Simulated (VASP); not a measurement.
A run of VASP 6.6.1 is set up as follows.

File POSCAR:

```
Te
1.0
    4.4540000000      0.0000000000      0.0000000000
   -2.2270000000      3.8572771485      0.0000000000
    0.0000000000      0.0000000000      5.9240000000
Te
3
Direct
    0.7310000000      0.7310000000      0.0000000000
    0.0000000000      0.2690000000      0.6666666667
    0.2690000000      0.0000000000      0.3333333333
```

INCAR.step1

```
SYSTEM = Te
ALGO = Normal
EDIFF = 1E-5
ENCUT = 520
GGA = PE
ISIF = 2
ISMEAR = -1
LASPH = .TRUE.
LREAL = .FALSE.
LWAVE = .TRUE.
NBANDS = 16
NELM = 60
PREC = Accurate
SIGMA = 0.05
```

The input INCAR.step2:

```
SYSTEM = Te
AEXX = 0.25
ALGO = Normal
EDIFF = 1E-6
ENCUT = 520
GGA = PE
HFSCREEN = 0.2
ISIF = 2
ISMEAR = -1
ISTART = 1
LASPH = .TRUE.
LCHARG = .TRUE.
LELF = .TRUE.
LHFCALC = .TRUE.
LREAL = .FALSE.
LVHAR = .TRUE.
LWAVE = .FALSE.
NBANDS = 16
NELM = 60
PREC = Accurate
PRECFOCK = Normal
SIGMA = 0.05
```

File KPOINTS:

```
k-points
0
G
  4 4 3
  0 0 0
```

Potentials or basis: VASP PAW PBE potentials, release 64 (Te).

Launch:

```bash
$ cat potpaw_PBE.64/Te/POTCAR > POTCAR
$ cp INCAR.step1 INCAR
$ mpirun -np 1 vasp_std > vasp.out
$ cp INCAR.step2 INCAR
$ mpirun -np 1 vasp_std > vasp.out
```

Question: Predict the band gap on the k mesh.

Answer: 1.28 eV, indirect (least direct gap 1.48 eV).

Question: Predict the largest force.

Answer: 0.331 eV/Å.

Question: Estimate the pressure.

Answer: -0.7 GPa.

Stress tensor (GPa, compression positive):
```
-0.26  0.00  0.00
 0.00 -0.26  0.00
 0.00  0.00 -1.49
```

Caveat: the PAW data sets were made with another functional, which shifts forces and pressure a little; spin-orbit coupling is left out, which moves the levels of the heavy elements. A k mesh can miss the band edges.
